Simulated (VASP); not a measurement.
Mn:

```
Mn
1.0
     0.00000    1.96405    1.96405
     1.96405    0.00000    1.96405
     1.96405    1.96405    0.00000
Mn
1
Direct
  0.00000 0.00000 0.00000
```

This cell differs from its parent crystal: Re replaced by Mn, lengths x 0.952, strained.

Base run:

| Item | Value |
| --- | --- |
| Program | VASP 6.6.1 |
| Functional | PBE |
| Potentials or basis | VASP PAW PBE potentials, release 64 (Mn_pv) |
| Cutoff | 520 eV |
| k mesh | 18 × 18 × 18 |
| Occupations | gaussian, width 0.1 eV |
| Spin | collinear spin, ferromagnetic start |
| Starting moments | [3.87] μB |

Its results: pressure -4.8 GPa; net moment 3.53 μB per cell; site moments Mn +3.41 μB.

Task: The run is repeated on the same cell with these changes: k mesh from 18 × 18 × 18 to 8 × 8 × 8; moments at the start from [3.87] to [4.0]. What comes out?

Result: Pressure -2.1 GPa; net moment 3.66 μB per cell; site moments Mn +3.51 μB.

Caveats: the cell stands under tension (at least some runs).
